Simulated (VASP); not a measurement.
Input of a VASP 6.6.1 run:

The input POSCAR:

```
CdSe
1.0
    4.3398318052      0.0000000000      0.0000000000
   -2.1699159026      3.7584045914      0.0000000000
    0.0000000000      0.0000000000      7.0784044757
Cd Se
2 2
Direct
    0.3333333333      0.6666666667      0.0000569597
    0.6666666667      0.3333333333      0.5000569597
    0.3333333333      0.6666666667      0.3759430403
    0.6666666667      0.3333333333      0.8759430403
```

Contents of INCAR.step1:

```
SYSTEM = CdSe
PREC     = Accurate       ! precision mode
ENCUT    = 520            ! plane-wave cutoff, eV
ISMEAR   = 0              ! smearing method
SIGMA    = 0.02           ! smearing width, eV
LREAL    = .False.        ! projectors in reciprocal space
LASPH    = .True.         ! aspherical terms in the spheres
NELM     = 60             ! most SCF steps
NBANDS   = 26             ! bands
GGA      = PE             ! functional
ALGO     = Normal         ! electronic algorithm
EDIFF    = 1E-4           ! SCF threshold, eV
LWAVE    = .True.         ! write WAVECAR
LCHARG   = .False.        ! write CHGCAR
```

The input INCAR.step2:

```
SYSTEM = CdSe
PREC     = Accurate       ! precision mode
ENCUT    = 520            ! plane-wave cutoff, eV
EDIFF    = 1E-7           ! SCF threshold, eV
ISMEAR   = 0              ! smearing method
SIGMA    = 0.02           ! smearing width, eV
LREAL    = .False.        ! projectors in reciprocal space
LASPH    = .True.         ! aspherical terms in the spheres
NELM     = 60             ! most SCF steps
ALGO     = Normal         ! electronic algorithm
ISIF     = 2              ! what is computed and relaxed
LWAVE    = .False.        ! write WAVECAR
LCHARG   = .False.        ! write CHGCAR
METAGGA  = R2SCAN         ! meta-GGA
LMIXTAU  = .True.       
NBANDS   = 26             ! bands
ISTART   = 1
```

The input KPOINTS:

```
regular mesh
0
Gamma
  9 9 6
  0 0 0
```

Potentials or basis: VASP PAW PBE potentials, release 64 (Cd, Se).

The run is started by

```sh
$ cat potpaw_PBE.64/Cd/POTCAR potpaw_PBE.64/Se/POTCAR > POTCAR
$ cp INCAR.step1 INCAR
$ mpirun -np 1 vasp_std > vasp.out
$ cp INCAR.step2 INCAR
$ mpirun -np 1 vasp_std > vasp.out
```

(1) Estimate the band gap on the k mesh.

(2) What does it give for the pressure?

Results:

(1) 1.09 eV.

(2) 0.2 GPa.

Caveat: the PAW data sets were made with another functional, which shifts forces and pressure a little.
